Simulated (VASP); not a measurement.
Set up this calculation in VASP 6.6.1, as the native input.

```
Task                   : relaxation of cell and atoms
Functional             : PBE
Potentials or basis    : VASP PAW PBE potentials, release 64 (W_sv)
Cutoff                 : 500 eV
k mesh                 : 8 × 8 × 8
Occupations            : gaussian, width 0.1 eV
Spin                   : no spin polarisation
Dipole correction      : no
Further INCAR settings : ALGO = Normal; EDIFF = 1e-07; IBRION = 2; EDIFFG = -0.05; NSW = 100; ISIF = 3
```

The structure of W lies in POSCAR:

```
W
1.0
   -1.5750000000      1.5750000000      1.5750000000
    1.5750000000     -1.5750000000      1.5750000000
    1.5750000000      1.5750000000     -1.5750000000
W
1
Direct
    0.0000000000      0.0000000000      0.0000000000
```

One way to write it, as run:

INCAR

```
ALGO     = Normal         # electronic algorithm
EDIFF    = 1E-7           # SCF threshold, eV
EDIFFG   = -0.05          # ionic threshold
ENCUT    = 500            # plane-wave cutoff, eV
GGA      = PE             # functional
GGA_COMPAT= F            
IBRION   = 2              # ionic algorithm
ISIF     = 3              # what is computed and relaxed
ISMEAR   = 0              # smearing method
LASPH    = T              # aspherical terms in the spheres
LCHARG   = F              # write CHGCAR
LREAL    = F              # projectors in reciprocal space
LWAVE    = F              # write WAVECAR
NELM     = 120            # most SCF steps
NELMIN   = 4            
NSW      = 100            # ionic steps
PREC     = Accurate       # precision mode
SIGMA    = 0.1            # smearing width, eV
```

KPOINTS

```
k-points
0
Gamma
  8 8 8
```

Potentials or basis: VASP PAW PBE potentials, release 64 (W_sv).

Command:

```console
$ cat potpaw_PBE.64/W_sv/POTCAR > POTCAR
$ mpirun -np 1 vasp_std > vasp.out
```

It gave:

```json
{
 "Relaxed volume": "16.18 Å³/atom",
 "Relaxed cell": "a = 2.760 Å, b = 2.760 Å, c = 2.760 Å, α = 109.47°, β = 109.47°, γ = 109.47°",
 "Space group after relaxing (to 0.05 Å)": "Im-3m (No. 229)",
 "Energy gained by relaxing": "19.0 meV/atom",
 "Ionic steps": "4",
 "Pressure after relaxing": "0.0 GPa",
 "Band gap on the k mesh": "zero (band 7 reaches 16.17 eV, above the bottom of band 8 at 9.96 eV)"
}
```

Caveat: spin-orbit coupling is left out, which moves the levels of the heavy elements.

Run time: 11 s on 1 thread of Intel(R) Xeon(R) Platinum 8375C CPU @ 2.90GHz (Ice Lake), with other jobs on the host, peak memory 0.13 GiB.
